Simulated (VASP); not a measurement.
# C (P-1) in VASP: notebook

C is run at these levels: r2SCAN; tasks: single point.

All numbers are computed with VASP 6.6.1; they aren't measurements. Logs are shortened: lines on timing, memory, paths and dates and some standing lists are left out, and cuts for length are marked.

### 1 The cell of the first run

The typed cell holds 4 atoms: a = 2.517 Å, b = 2.517 Å, c = 4.360 Å, α = 73.22°, β = 73.22°, γ = 60.00°.

### 2 Single point, r2SCAN

The input, POSCAR:

```
C
1.0
    0.0000000000     -1.7801161419     -1.7801161419
   -1.7801161419      0.0000000000     -1.7801161419
    1.7801161419      1.7801161419     -3.5602322838
C
4
Direct
    0.7249113929      0.7823424657      0.7499999898
    0.2750886071      0.2176575343      0.2500000102
    0.3499113929      0.4073424657      0.8749999898
    0.9000886071      0.8426575343      0.3750000102
```

The input, INCAR.step1:

```
SYSTEM = C
PREC = Accurate
ENCUT = 520
ISMEAR = 0
SIGMA = 0.05
LREAL = .False.
LASPH = .True.
NELM = 60
NBANDS = 16
GGA = PE
ALGO = Normal
EDIFF = 1E-4
LWAVE = .True.
LCHARG = .False.
```

The input, INCAR.step2:

```
SYSTEM = C
PREC = Accurate
ENCUT = 520
EDIFF = 1E-7
ISMEAR = 0
SIGMA = 0.05
LREAL = .False.
LASPH = .True.
NELM = 60
ALGO = Normal
ISIF = 2
LWAVE = .False.
LCHARG = .True.
METAGGA = R2SCAN
LMIXTAU = .True.
LELF = .True.
LVHAR = .True.
NBANDS = 16
ISTART = 1
```

The input, KPOINTS:

```
Automatic mesh
0
Gamma
  12 12 10
  0 0 0
```

Potentials or basis: VASP PAW PBE potentials, release 64 (C).

Launch:

```bash
cat potpaw_PBE.64/C/POTCAR > POTCAR
cp INCAR.step1 INCAR
mpirun -np 1 vasp_std > vasp.out
cp INCAR.step2 INCAR
mpirun -np 1 vasp_std > vasp.out
```

OUTCAR:

```text
SYSTEM = C
   PREC = Accurate
   ENCUT = 520
   EDIFF = 1E-7
   ISMEAR = 0
   LREAL = .False.
   LASPH = .True.
   NELM = 60
   ISIF = 2
   METAGGA = R2SCAN
   ISTART = 1

 ion  position               nearest neighbor table
   1  0.725  0.782  0.750-   3 1.54   3 1.54   3 1.54   4 1.55
   2  0.275  0.218  0.250-   4 1.54   4 1.54   4 1.54   3 1.55
   3  0.350  0.407  0.875-   1 1.54   1 1.54   1 1.54   2 1.55
   4  0.900  0.843  0.375-   2 1.54   2 1.54   2 1.54   1 1.55

  LATTYP: Found a trigonal (rhomboedric) cell.
 ALAT       =     4.3603762305
 COS(alpha) =     0.8333333333

  Lattice vectors:

 A1 = (   1.7801161419,   3.5602322838,  -1.7801161419)
 A2 = (   3.5602322838,   1.7801161419,  -1.7801161419)
 A3 = (   1.7801161419,   1.7801161419,  -3.5602322838)

Analysis of symmetry for initial positions (statically):
=====================================================================
 Subroutine PRICEL returns:
 Original cell was already a primitive cell.

 Routine SETGRP: Setting up the symmetry group for a
 trigonal (rhombohedral) supercell.

 Subroutine GETGRP returns: Found  2 space group operations
 (whereof  1 operations were pure point group operations)
 out of a pool of 12 trial point group operations.

The static configuration has the point symmetry C_1 .
 The point group associated with its full space group is S_2 .

Analysis of symmetry for dynamics (positions and initial velocities):
=====================================================================
 Subroutine PRICEL returns:
 Original cell was already a primitive cell.

 Routine SETGRP: Setting up the symmetry group for a
 trigonal (rhombohedral) supercell.

 Subroutine GETGRP returns: Found  2 space group operations
 (whereof  1 operations were pure point group operations)
 out of a pool of 12 trial point group operations.

The dynamic configuration has the point symmetry C_1 .
 The point group associated with its full space group is S_2 .

 Subroutine INISYM returns: Found  2 space group operations
 (whereof  1 operations are pure point group operations),
 and found     1 'primitive' translations

----------------------------------------------------------------------------------------

                                     Primitive cell

  volume of cell :      22.5634

  direct lattice vectors                    reciprocal lattice vectors
     0.000000000 -1.780116142 -1.780116142     0.140440275 -0.421320824 -0.140440275
    -1.780116142  0.000000000 -1.780116142    -0.421320824  0.140440275 -0.140440275
     1.780116142  1.780116142 -3.560232284     0.140440275  0.140440275 -0.140440275

  length of vectors
     2.517464390  2.517464390  4.360376231     0.465787697  0.465787697  0.243249691

  position of ions in fractional coordinates (direct lattice)
     0.724911393  0.782342466  0.749999990
     0.275088607  0.217657534  0.250000010
     0.349911393  0.407342466  0.874999990
     0.900088607  0.842657534  0.375000010

  ion indices of the primitive-cell ions
   primitive index   ion index
                 1           1
                 2           2
                 3           3
                 4           4

----------------------------------------------------------------------------------------

 KPOINTS: Automatic mesh

Automatic generation of k-mesh.
 Grid dimensions read from file:
 generate k-points for:   12   12   10

 Generating k-lattice:

  Cartesian coordinates                     Fractional coordinates (reciprocal lattice)
     0.011703356 -0.035110069 -0.011703356     0.083333333  0.000000000  0.000000000
    -0.035110069  0.011703356 -0.011703356     0.000000000  0.083333333  0.000000000
     0.014044027  0.014044027 -0.014044027     0.000000000  0.000000000  0.100000000

  Length of vectors
     0.038815641  0.038815641  0.024324969

  Shift w.r.t. Gamma in fractional coordinates (k-lattice)
     0.000000000  0.000000000  0.000000000

 -----------------------------------------------------------------------------
|                                                                             |
|           W    W    AA    RRRRR   N    N  II  N    N   GGGG   !!!           |
|           W    W   A  A   R    R  NN   N  II  NN   N  G    G  !!!           |
|           W    W  A    A  R    R  N N  N  II  N N  N  G       !!!           |
|           W WW W  AAAAAA  RRRRR   N  N N  II  N  N N  G  GGG   !            |
|           WW  WW  A    A  R   R   N   NN  II  N   NN  G    G                |
|           W    W  A    A  R    R  N    N  II  N    N   GGGG   !!!           |
|                                                                             |
|     Your reciprocal lattice and k-lattice belong to different lattice       |
|     classes:                                                                |
|                                                                             |
|        The reciprocal lattice is rhombohedral (trigonal),                   |
|        whereas your k-lattice is base-centered monoclinic.                  |
|                                                                             |
|     Results are often still useful ...                                      |
|                                                                             |
 -----------------------------------------------------------------------------

 WARNING: IBZKPT: internal override: KBLOWUP is changed to .FALSE.
      ... skipping the blow-up phase ...

 Subroutine IBZKPT returns following result:
 ===========================================

 Found    724 irreducible k-points:

 Following reciprocal coordinates:
            Coordinates               Weight
  0.000000  0.000000  0.000000      1.000000
  0.083333  0.000000  0.000000      2.000000
  0.166667  0.000000 -0.000000      2.000000
  0.250000  0.000000  0.000000      2.000000
  0.333333  0.000000  0.000000      2.000000
  0.416667  0.000000 -0.000000      2.000000
[... 16 lines left out ...]
  0.250000  0.166667  0.000000      2.000000
  0.333333  0.166667 -0.000000      2.000000
 [... further k-points ...]
   k-points           NKPTS =    724   k-points in BZ     NKDIM =    724   number of bands    NBANDS=     16
   number of dos      NEDOS =    301   number of ions     NIONS =      4
   total plane-waves  NPLWV =  12800
   dimension x,y,z NGX =    20 NGY =   20 NGZ =   32
   dimension x,y,z NGXF=    40 NGYF=   40 NGZF=   64
   ions per type =               4
   NGX,Y,Z   is equivalent  to a cutoff of  13.21, 13.21, 12.20 a.u.
   NGXF,Y,Z  is equivalent  to a cutoff of  26.41, 26.41, 24.40 a.u.
 SYSTEM =  C
   PREC   = accura    normal or accurate (medium, high low for compatibility)
   ISTART =      1    job   : 0-new  1-cont  2-samecut
   ICHARG =      0    charge: 1-file 2-atom 10-const
   ISPIN  =      1    spin polarized calculation?
   LNONCOLLINEAR =      F non collinear calculations
   LSORBIT =      F    spin-orbit coupling
   LASPH  =      T    aspherical Exc in radial PAW
   ENCUT  =  520.0 eV  38.22 Ry    6.18 a.u.   4.68  4.68  8.11*2*pi/ulx,y,z
   NELM   =     60;   NELMIN=  2; NELMDL=  0     # of ELM steps
   EDIFF  = 0.1E-06   stopping-criterion for ELM
   LREAL  =      F    real-space projection
   EDIFFG = 0.1E-05   stopping-criterion for IOM
   NSW    =      0    number of steps for IOM
   IBRION =     -1    ionic relax: 0-MD 1-quasi-New 2-CG
   NFREE  =      0    steps in history (QN), initial steepest desc. (CG)
   ISIF   =      2    stress and relaxation
   ISYM   =      2    0-nonsym 1-usesym 2-fastsym
   POTIM  = 0.5000    time-step for ionic-motion
   TEBEG  =    0.0;   TEEND  =   0.0 temperature during run
   PSTRESS=    0.0 pullay stress
   NELECT =      16.0000    total number of electrons
   NUPDOWN=      -1.0000    fix difference up-down
   EMIN   =  10.00;   EMAX   =-10.00  energy-range for DOS
   EFERMI =   0.00;   METHOD = LEGACY
   ISMEAR =     0;   SIGMA  =   0.05  broadening in eV -4-tet -1-fermi 0-gaus
   EFERMI_NEDOS =   21; number of points for ismear=-14 and -15
   IALGO  =     38    algorithm
   IMIX   =      4    mixing-type and parameters
     AMIX     =   0.40;   BMIX     =  1.00
     AMIX_MAG =   1.60;   BMIX_MAG =  1.00
  volume/ion in A,a.u.               =       5.64        38.07
  Fermi-wavevector in a.u.,A,eV,Ry     =   1.459867  2.758748 28.996877  2.131210
  Thomas-Fermi vector in A             =   2.576383
   LORBIT       =      0    0 simple, 1 ext, 2 COOP (PROOUT), +10 PAW based schemes
   METAGGA = R2SCAN    functional components
   LHFCALC =     F    Hartree Fock is set to
   AEXX    =    0.0000 exact exchange contribution
   IVDW    =     0    specifies the selected vdW correction
   LEPSILON=     F    determine dielectric tensor
   LRPA    =     F    only Hartree local field effects (RPA)
 non-spin polarized calculation
 Gauss-broadening in eV      SIGMA  =   0.05
  energy-cutoff  :      520.00
  volume of cell :       22.56
 maximum number of plane-waves:       624
   NGX =  9   NGY =  9   NGZ = 17

 number of electron      15.9999999 magnetization

 Free energy of the ion-electron system (eV)
  ---------------------------------------------------
  ext. energy  EPLUGINS =         0.00000000
  ---------------------------------------------------
  free energy    TOTEN  =       -39.16279326 eV

  energy without entropy =      -39.16279326  energy(sigma->0) =      -39.16279326

 E-fermi :  10.1352     XC(G=0): -14.2939

 val. band max:        9.8828532027   @ k =   0.0000   0.0000   0.0000
 cond. band min:      14.1140257767   @ k =   0.0000  -0.3333   0.3000
 fundamental gap:      4.2311725740
 Fermi energy:        10.1351916358

 k-point     1 :       0.0000    0.0000    0.0000
  band No.  band energies     occupation
      1     -12.9730      2.00000
      2      -7.0029      2.00000
      3      -4.2720      2.00000
      4       6.8312      2.00000
      5       6.8608      2.00000
      6       9.6589      2.00000
[... 8 lines left out ...]
     15      23.6153      0.00000
     16      26.5844      0.00000

 k-point     2 :       0.0833    0.0000    0.0000
  band No.  band energies     occupation
      1     -12.7880      2.00000
      2      -6.8926      2.00000
      3      -4.0508      2.00000
      4       5.9937      2.00000
      5       6.5904      2.00000
      6       8.7359      2.00000
[... 8 lines left out ...]
     15      23.7884      0.00000
     16      26.5066      0.00000

 k-point     3 :       0.1667    0.0000   -0.0000
  band No.  band energies     occupation
      1     -12.2350      2.00000
      2      -6.5519      2.00000
      3      -3.4142      2.00000
      4       3.9688      2.00000
      5       5.9807      2.00000
      6       6.6754      2.00000
[... 8 lines left out ...]
     15      23.9649      0.00000
     16      26.1653      0.00000

 k-point     4 :       0.2500    0.0000    0.0000
  band No.  band energies     occupation
      1     -11.3207      2.00000
      2      -5.9723      2.00000
      3      -2.4615      2.00000
      4       1.5747      2.00000
      5       4.3393      2.00000
      6       5.3267      2.00000
[... 8 lines left out ...]
     15      24.1276      0.00000
     16      25.5430      0.00000
[... 324 lines left out ...]
 k-point    22 :       0.1667    0.1667    0.0000
  band No.  band energies     occupation
      1     -12.1686      2.00000
      2      -6.9769      2.00000
      3      -2.8998      2.00000
      4       4.4769      2.00000
      5       5.5479      2.00000
      6       5.8375      2.00000
[... 8 lines left out ...]
     15      24.4397      0.00000
     16      24.9410      0.00000

 k-point    23 :       0.2500    0.1667    0.0000
  band No.  band energies     occupation
      1     -11.5866      2.00000
      2      -6.7457      2.00000
      3      -2.1683      2.00000
      4       3.2092      2.00000
      5       4.2957      2.00000
      6       4.8552      2.00000
[... 8 lines left out ...]
     15      23.9563      0.00000
     16      24.7225      0.00000

 k-point    24 :       0.3333    0.1667   -0.0000
  band No.  band energies     occupation
      1     -10.6474      2.00000
      2      -6.2187      2.00000
      3      -1.3080      2.00000
      4       1.5196      2.00000
      5       2.9857      2.00000
      6       3.8710      2.00000
[... 8 lines left out ...]
     15      23.4729      0.00000
     16      25.5703      0.00000

 [... further k-points ...]

------------------------ aborting loop because EDIFF is reached ----------------------------------------

  FORCE on cell =-STRESS in cart. coord.  units (eV):
  Direction    XX          YY          ZZ          XY          YZ          ZX
  --------------------------------------------------------------------------------------
  -------------------------------------------------------------------------------------
  Total       -0.0209116      0.1163264      0.3068273      0.0963303      0.0208862     -0.0286714
  in kB       -1.4848842      8.2600690     21.7871085      6.8401953      1.4830826     -2.0358943
  external PRESSURE =       9.5207645 kB  Pullay stress =       0.0000000 kB

 VOLUME and BASIS-vectors are now :
 -----------------------------------------------------------------------------
  energy-cutoff  :      520.00
  volume of cell :       22.56
      direct lattice vectors                 reciprocal lattice vectors
     0.000000000 -1.780116142 -1.780116142     0.140440275 -0.421320824 -0.140440275
    -1.780116142  0.000000000 -1.780116142    -0.421320824  0.140440275 -0.140440275
     1.780116142  1.780116142 -3.560232284     0.140440275  0.140440275 -0.140440275

 POSITION                                       TOTAL-FORCE (eV/Angst)
 -----------------------------------------------------------------------------------
     -0.05757      0.04466     -5.35326         0.796005     -0.632467      0.205469
      0.05757     -0.04466     -1.76720        -0.800584      0.607839     -0.154002
      0.83248      0.93472     -4.46320         0.800584     -0.607839      0.154002
     -0.83248     -0.93472     -4.43738        -0.796005      0.632467     -0.205469
 -----------------------------------------------------------------------------------
    total drift:                                0.000000     -0.000000     -0.000000

  FREE ENERGIE OF THE ION-ELECTRON SYSTEM (eV)
  ---------------------------------------------------
  free  energy   TOTEN  =       -39.1627932600 eV

  energy  without entropy=      -39.1627932600  energy(sigma->0) =      -39.16279326
```

Wall time 9 min (1 thread of Intel Xeon Platinum 8488C (Sapphire Rapids), shared host); peak memory 0.29 GiB.

What came out:

```yaml
Free_energy: -39.1628 eV
Pressure: 1.0 GPa
Largest_force: 1.037 eV/Å
Band_gap_on_the_k_mesh: 4.23 eV
```

Forces in eV/Å, atoms in the order of the input:
```
C    0.796 -0.632  0.205
C   -0.801  0.608 -0.154
C    0.801 -0.608  0.154
C   -0.796  0.632 -0.205
```

Caveat: the PAW data sets were made with another functional, which shifts forces and pressure a little. r2SCAN opens gaps a little over a GGA but as a rule still falls short of measured ones.

### 3 Single point, r2SCAN

This run uses another cell than the first one, of 5.86 Å³/atom, 1.038 times its volume.

The input, POSCAR:

```
C
1.0
    0.0000000000     -1.8023675937     -1.8023675937
   -1.8023675937      0.0000000000     -1.8023675937
    1.8023675937      1.8023675937     -3.6047351873
C
4
Direct
    0.7249113929      0.7823424657      0.7499999898
    0.2750886071      0.2176575343      0.2500000102
    0.3499113929      0.4073424657      0.8749999898
    0.9000886071      0.8426575343      0.3750000102
```

The input, INCAR.step1:

```
SYSTEM = C
ALGO = Normal ; EDIFF = 1E-4
ENCUT = 520 ; GGA = PE
ISMEAR = 0 ; LASPH = .TRUE.
LCHARG = .FALSE. ; LREAL = .FALSE.
LWAVE = .TRUE. ; NBANDS = 16
NELM = 80 ; PREC = Accurate
SIGMA = 0.05
```

The input, INCAR.step2:

```
SYSTEM = C
ALGO = Normal ; EDIFF = 1E-6
ENCUT = 520 ; ISIF = 2
ISMEAR = 0 ; ISTART = 1
LASPH = .TRUE. ; LCHARG = .FALSE.
LMIXTAU = .TRUE. ; LREAL = .FALSE.
LWAVE = .FALSE. ; METAGGA = R2SCAN
NBANDS = 16 ; NELM = 80
PREC = Accurate ; SIGMA = 0.05
```

The input, KPOINTS:

```
k-points
0
G
  12 12 10
  0 0 0
```

Potentials or basis: VASP PAW PBE potentials, release 64 (C).

Launch:

```bash
cat potpaw_PBE.64/C/POTCAR > POTCAR
cp INCAR.step1 INCAR
mpirun -np 1 vasp_std > vasp.out
cp INCAR.step2 INCAR
mpirun -np 1 vasp_std > vasp.out
```

Run time: 7.8 min. Hardware: 1 thread of Intel Xeon Platinum 8488C (Sapphire Rapids), shared host; peak memory 0.3 GiB.

Results (log left out):

- Free energy: -39.1261 eV
- Pressure: -14.8 GPa
- Largest force: 1.029 eV/Å
- Band gap on the k mesh: 4.15 eV

Forces in eV/Å, atoms in the order of the input:
```
C    0.796 -0.622  0.199
C   -0.789  0.609 -0.158
C    0.789 -0.609  0.158
C   -0.796  0.622 -0.199
```

Stress tensor (GPa, compression positive):
```
-15.86   0.77  -0.28
  0.77 -14.92   0.07
 -0.28   0.07 -13.62
```

Levels at points of the mesh, in eV from the valence-band top:
```csv
k point,band 4,band 5,band 6,band 7,band 8,band 9,band 10,band 11,band 12,band 13
"(0.00, 0.00, 0.00)",-2.95,-2.92,-0.22,-0.13,0.00,5.64,5.69,5.72,8.62,8.65
"(0.50, 0.00, 0.00)",-11.30,-7.02,-6.99,-5.08,-5.05,6.09,6.22,10.68,12.17,12.68
"(0.00, 0.50, 0.00)",-11.31,-6.99,-6.96,-5.11,-5.07,6.06,6.22,10.56,12.53,12.61
"(0.50, 0.50, 0.00)",-13.42,-6.55,-6.48,-3.10,-2.88,4.76,5.02,8.45,8.61,8.71
"(0.00, 0.00, 0.50)",-6.90,-2.04,-2.04,-1.72,-1.71,7.22,7.38,7.81,8.15,8.60
"(0.50, 0.00, 0.50)",-13.39,-6.51,-6.51,-3.05,-2.88,4.65,4.92,8.45,8.61,8.82
"(0.00, 0.50, 0.50)",-13.36,-6.53,-6.49,-3.00,-2.88,4.57,4.86,8.49,8.67,8.79
"(0.50, 0.50, 0.50)",-11.30,-7.04,-7.03,-5.04,-5.04,6.15,6.19,11.08,11.50,13.07
```

Caveat: the PAW data sets were made with another functional, which shifts forces and pressure a little. r2SCAN opens gaps a little over a GGA but as a rule still falls short of measured ones.
